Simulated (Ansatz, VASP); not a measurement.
## One calculation of AlCu3, two programs

```xyz
4
Lattice="3.5890 0.0000 0.0000 0.0000 3.5890 0.0000 0.0000 0.0000 3.5890" Properties=species:S:1:pos:R:3 pbc="T T T"
Al    0.0000    0.0000    0.0000
Cu    1.7945    1.7177    0.0000
Cu    1.7945    0.0000    1.7945
Cu    0.0000    1.8713    1.7945
```

Change from the starting cell: mode 5 frozen in at -0.077 Å, equal normal strain along x, y and z +0.0000.

Alike in both runs: task single point; functional LDA; k mesh 12 × 12 × 12; occupations gaussian, width 0.15 eV; no spin polarisation.

|  | VASP | Ansatz |
| --- | --- | --- |
| version | VASP 6.6.1 | Ansatz 0.2.0 |
| potentials or method | VASP PAW LDA potentials, release 64 (Al, Cu), cutoff 520 eV | scalar-relativistic, plane waves, PAW |
| valence electrons in the cell | 36 | 60 |

|  | VASP | Ansatz | Ansatz less VASP |
| --- | --- | --- | --- |
| gap on the k mesh at the Fermi level (eV) | none | none | - |
| pressure (GPa) | 1.2 | 0.5 | -0.67 |
| traceless stress, the component that is largest in VASP (GPa) | 0.07 | 0.07 | +0.005 |
| rms of the force components (eV/Å) | 0.211 | 0.209 | -0.0020 |

Ansatz warns that its potentials were made for another functional, while VASP's fit it. LDA's correlation is that of Perdew and Zunger in VASP and of Perdew and Wang (1992) in Ansatz. Atom by atom the forces differ by 0.002 eV/Å (rms over components). A gap of «none» marks a metal or a gap that the smearing closes. VASP's potentials hold 36 valence electrons a cell and Ansatz's 60, so a difference there can come from the potentials and not from the codes.
